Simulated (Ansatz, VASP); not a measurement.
## TiSi2 in VASP and in Ansatz

Contents of INCAR:

```
SYSTEM = TiSi2
ALGO = Normal
EDIFF = 1E-6
ENCUT = 520
GGA = PE
ISIF = 2
ISMEAR = -1
LASPH = .TRUE.
LCHARG = .TRUE.
LELF = .TRUE.
LREAL = .FALSE.
LVHAR = .TRUE.
LWAVE = .FALSE.
NBANDS = 17
NELM = 100
PREC = Accurate
SIGMA = 0.05
```

KPOINTS

```
k-points
0
G
  12 12 12
  0 0 0
```

Contents of POSCAR:

```
TiSi2
1.0
   -1.4428049511      1.6771787643      4.1260979956
    1.4428049511     -1.6771787643      4.1260979956
    1.4428049511      1.6771787643     -4.1260979956
Ti Si
1 2
Direct
    0.0000000000      0.0000000000      0.0000000000
    0.6700780000      0.6700780000      0.0000000000
    0.3299220000      0.3299220000      0.0000000000
```

Contents of input.yaml:

```yaml
crystal:
  lattice:
    - [-1.4428049511, 1.6771787643, 4.1260979956]
    - [1.4428049511, -1.6771787643, 4.1260979956]
    - [1.4428049511, 1.6771787643, -4.1260979956]
  atoms:
    - { symbol: Ti, position: [0.0, 0.0, 0.0] }
    - { symbol: Si, position: [0.670078, 0.670078, 0.0] }
    - { symbol: Si, position: [0.329922, 0.329922, 0.0] }
kpoints:
  mp_grid: { grid: [12, 12, 12] }
scf:
  occupations: { method: fermi_dirac, width: 0.05 }
hamiltonian:
  xc: pbe
  pseudopotentials: { kind: all_electron, lapw: { basis_error: 0.001 } }
output:
  forces: true
  stress: true
  eigenvalues: true
```

Change from the starting cell: volume scaled by 0.94.

Alike in both runs: task single point; functional PBE; k mesh 12 × 12 × 12; occupations fermi-dirac, width 0.05 eV; no spin polarisation.

|  | VASP | Ansatz |
| --- | --- | --- |
| version | VASP 6.6.1 | Ansatz 0.2.0 |
| potentials or method | VASP PAW PBE potentials, release 64 (Ti_sv, Si), cutoff 520 eV | all-electron LAPW, scalar-relativistic |

VASP gave:

```
gap on the k mesh at the Fermi level (eV)                     : none
pressure (GPa)                                                : 10.0
traceless stress, the component that is largest in VASP (GPa) : 0.25
rms of the force components (eV/Å)                            : 0.016
```

Q: Estimate Ansatz's values.

A: gap on the k mesh at the Fermi level (eV): none; pressure (GPa): 10.1; traceless stress, the component that is largest in VASP (GPa): 0.23; rms of the force components (eV/Å): 0.016.

Atom by atom the forces differ by 0.000 eV/Å (rms over components). A gap of «none» marks a metal or a gap that the smearing closes. Ansatz ran all-electron here, and VASP with PAW potentials.
